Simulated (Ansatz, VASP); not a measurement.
# One calculation of NbSi, two programs

File INCAR:

```
SYSTEM = NbSi
  PREC = Accurate
  ENCUT = 520
  EDIFF = 1E-7
  ISMEAR = 0
  SIGMA = 0.1
  LREAL = .False.
  LASPH = .True.
  NELM = 150
  ALGO = Normal
  ISIF = 2
  LWAVE = .False.
  LCHARG = .True.
  ISPIN = 2
  MAGMOM = 1 0
  LORBIT = 11
  LMAXMIX = 4
  GGA = PE
  LELF = .True.
  LVHAR = .True.
  NBANDS = 20
```

KPOINTS

```
Automatic mesh
0
Gamma
  6 6 6
  0 0 0
```

File POSCAR:

```
NbSi
1.0
    3.1559764709      0.0000000000      0.0000000000
    0.0000000000      3.1559764709      0.0000000000
    0.0000000000      0.0000000000      3.1559764709
Nb Si
1 1
Direct
    0.0000000000      0.0000000000      0.0000000000
    0.5000000000      0.5000000000      0.5000000000
```

Input for Ansatz:

```yaml
crystal:
  lattice:
    - [3.1559764709, 0.0, 0.0]
    - [0.0, 3.1559764709, 0.0]
    - [0.0, 0.0, 3.1559764709]
  atoms:
    - { symbol: Nb, position: [0.0, 0.0, 0.0], spin: 1.0 }
    - { symbol: Si, position: [0.5, 0.5, 0.5] }
basis:
  ecutwfc: 420
kpoints:
  mp_grid: { grid: [6, 6, 6] }
hamiltonian:
  xc: pbe
scf:
  occupations: { method: gaussian, width: 0.1 }
  lower_state_search: "off"
output:
  forces: true
  stress: true
  eigenvalues: true
  populations: true
magnetization:
  spin_polarized: true
```

Alike in both runs: task single point; functional PBE; k mesh 6 × 6 × 6; occupations gaussian, width 0.1 eV; collinear spin.

```csv
,VASP,Ansatz
version,VASP 6.6.1,Ansatz 0.2.0
potentials or method,"VASP PAW PBE potentials, release 64 (Nb_sv, Si), cutoff 520 eV","scalar-relativistic, plane waves, PAW"
valence electrons in the cell,17,17
```

Ansatz gave:

| Property | Result |
| --- | --- |
| gap on the k mesh at the Fermi level (eV) | none |
| pressure (GPa) | 0.3 |
| net moment per atom (μB) | 0.00 |

Problem. Which values does VASP return?

Solution. gap on the k mesh at the Fermi level (eV): none; pressure (GPa): 0.1; net moment per atom (μB): 0.00.

A gap of «none» marks a metal or a gap that the smearing closes. Ansatz's warnings: seeded moment not kept.
